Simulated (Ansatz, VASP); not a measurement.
# C: VASP beside Ansatz

```xyz
1
Lattice="-1.1931 1.1931 1.1663 1.1931 -1.1931 1.1663 1.1931 1.1931 -1.1663" Properties=species:S:1:pos:R:3 pbc="T T T"
C     0.0000    0.0000    0.0000
```

Change from the starting cell: z stretched by -1.5 % at fixed volume, crystal datasets.

Alike in both runs: task electric field gradients; functional PBE; k mesh 16 × 16 × 16; occupations fermi-dirac, width 0.03 eV; no spin polarisation.

|  | VASP | Ansatz |
| --- | --- | --- |
| version | VASP 6.6.1 | Ansatz 0.2.0 |
| potentials or method | VASP PAW PBE potentials, release 64 (C), cutoff 520 eV | all-electron PAW with datasets made for the crystal, scalar-relativistic |

Ansatz gave:

- pressure (GPa): -0.1
- traceless stress, the component that is largest in VASP (GPa): -4.69
- size of Vzz on the site where it differs most (V/Å²): 3.4

Problem. What did VASP give for the same quantities?

Solution. Pressure (GPa): 0.1; traceless stress, the component that is largest in VASP (GPa): -4.69; size of Vzz on the site where it differs most (V/Å²): 3.6.

Ansatz ran all-electron here, and VASP with PAW potentials. Ansatz's warnings: printed levels off.
